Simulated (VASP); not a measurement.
A run of VASP 6.6.1 is set up as follows.

Contents of INCAR:

```
PREC     = Accurate       # precision mode
ENCUT    = 520            # plane-wave cutoff, eV
EDIFF    = 1E-6           # SCF threshold, eV
ISMEAR   = 0              # smearing method
SIGMA    = 0.01           # smearing width, eV
LREAL    = F              # projectors in reciprocal space
LASPH    = T              # aspherical terms in the spheres
NELM     = 60             # most SCF steps
ALGO     = Normal         # electronic algorithm
ISIF     = 2              # what is computed and relaxed
LWAVE    = F              # write WAVECAR
LCHARG   = T              # write CHGCAR
GGA      = PS             # functional
LELF     = T              # ELF
LVHAR    = T            
NBANDS   = 16             # bands
```

KPOINTS

```
Automatic mesh
0
Gamma
  6 6 6
```

File POSCAR:

```
CdSe
1.0
    3.1021407019      3.1021407019      0.0000000000
   -3.1021407019      3.1021407019      0.0000000000
    0.0000000000      3.1021407019      3.0048186406
Cd Se
1 1
Direct
    0.0000000000      0.0000000000      0.0000000000
    0.7500000000      0.2500000000      0.5000000000
```

Potentials or basis: VASP PAW PBE potentials, release 64 (Cd, Se).

The run is started by

```sh
$ cat potpaw_PBE.64/Cd/POTCAR potpaw_PBE.64/Se/POTCAR > POTCAR
$ mpirun -np 1 vasp_std > vasp.out
```

(1) What does it give for the band gap on the k mesh?

(2) Estimate the pressure.

Answers

(1) 0.36 eV, direct.

(2) -1.1 GPa.

Caveat: the cell differs from its parent crystal (in-plane strain +0.02); the PAW data sets were made with another functional, which shifts forces and pressure a little.
